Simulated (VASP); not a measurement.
A run of VASP 6.6.1 is set up as follows.

File INCAR:

```
ALGO = Normal
EDIFF = 1E-6
EDIFFG = -0.01
ENCUT = 600
GGA = PE
IBRION = 2
ISIF = 3
ISMEAR = -1
LASPH = True
LCHARG = False
LREAL = False
LWAVE = False
NELM = 60
NSW = 80
PREC = Accurate
PSTRESS = 100.0
SIGMA = 0.05
```

The input KPOINTS:

```
k-points
0
Gamma
  4 4 6
```

Contents of POSCAR:

```
SnO2
1.0
    4.7380000000      0.0000000000      0.0000000000
    0.0000000000      4.7380000000      0.0000000000
    0.0000000000      0.0000000000      3.1865000000
Sn O
2 4
Direct
    0.0000000000      0.0000000000      0.0000000000
    0.5000000000      0.5000000000      0.5000000000
    0.3071000000      0.3071000000      0.0000000000
    0.1929000000      0.8071000000      0.5000000000
    0.6929000000      0.6929000000      0.0000000000
    0.8071000000      0.1929000000      0.5000000000
```

Potentials or basis: VASP PAW PBE potentials, release 64 (Sn_d, O).

The run is started by

```sh
$ cat potpaw_PBE.64/Sn_d/POTCAR potpaw_PBE.64/O/POTCAR > POTCAR
$ mpirun -np 1 vasp_std > vasp.out
```

(1) Estimate the relaxed volume.

(2) What does it give for the space group after relaxing (to 0.1 Å)?

(3) Estimate the relaxed cell.

Results:

(1) 11.97 Å³/atom.

(2) P4_2/mnm (No. 136).

(3) a = 4.728 Å, b = 4.728 Å, c = 3.212 Å, α = 90.00°, β = 90.00°, γ = 90.00°.

Caveat: the cell is relaxed towards a set pressure, so the run minimises the enthalpy, not the energy.
